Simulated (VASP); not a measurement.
Wanted: the native input for a VASP 6.6.1 run.

| Item | Value |
| --- | --- |
| Task | relaxation of cell and atoms |
| Functional | PBE |
| Potentials or basis | VASP PAW PBE potentials, release 64 (Ta_pv) |
| Cutoff | 600 eV |
| k mesh | 9 × 9 × 5 |
| Occupations | gaussian, width 0.05 eV |
| Spin | no spin polarisation |
| Dipole correction | no |
| Further INCAR settings | ALGO = Normal; EDIFF = 1e-07; IBRION = 2; EDIFFG = -0.03; NSW = 60; ISIF = 3 |

The structure of Ta lies in POSCAR:

```
Ta
1.0
    2.9400000000      0.0000000000      0.0000000000
   -1.4700000000      2.5461146871      0.0000000000
    0.0000000000      0.0000000000      4.8010200000
Ta
2
Direct
    0.3333333333      0.6666666667      0.2500000000
    0.6666666667      0.3333333333      0.7500000000
```

These files were run (other wordings do the same):

INCAR

```
ALGO = Normal
EDIFF = 1E-7
EDIFFG = -0.03
ENCUT = 600
GGA = PE
IBRION = 2
ISIF = 3
ISMEAR = 0
LASPH = True
LCHARG = False
LREAL = False
LWAVE = False
NELM = 100
NSW = 60
PREC = Accurate
SIGMA = 0.05
```

KPOINTS

```
k-points
0
Gamma
  9 9 5
```

Potentials or basis: VASP PAW PBE potentials, release 64 (Ta_pv).

Launch:

```console
$ cat potpaw_PBE.64/Ta_pv/POTCAR > POTCAR
$ mpirun -np 1 vasp_std > vasp.out
```

Results of the run:

```
Relaxed volume                         : 18.76 Å³/atom
Relaxed cell                           : a = 2.886 Å, b = 2.886 Å, c = 5.201 Å, α = 90.00°, β = 90.00°, γ = 120.00°
Space group after relaxing (to 0.05 Å) : P6_3/mmc (No. 194)
Energy gained by relaxing              : 66.8 meV/atom
Ionic steps                            : 10
Pressure after relaxing                : 0.0 GPa
Band gap on the k mesh                 : zero (band 11 reaches 6.49 eV, above the bottom of band 12 at 4.99 eV)
```

Caveat: spin-orbit coupling is left out, which moves the levels of the heavy elements.

Wall time 4.5 min on 1 thread of Intel Xeon 8259CL, with other jobs on the host, peak memory 0.18 GiB.
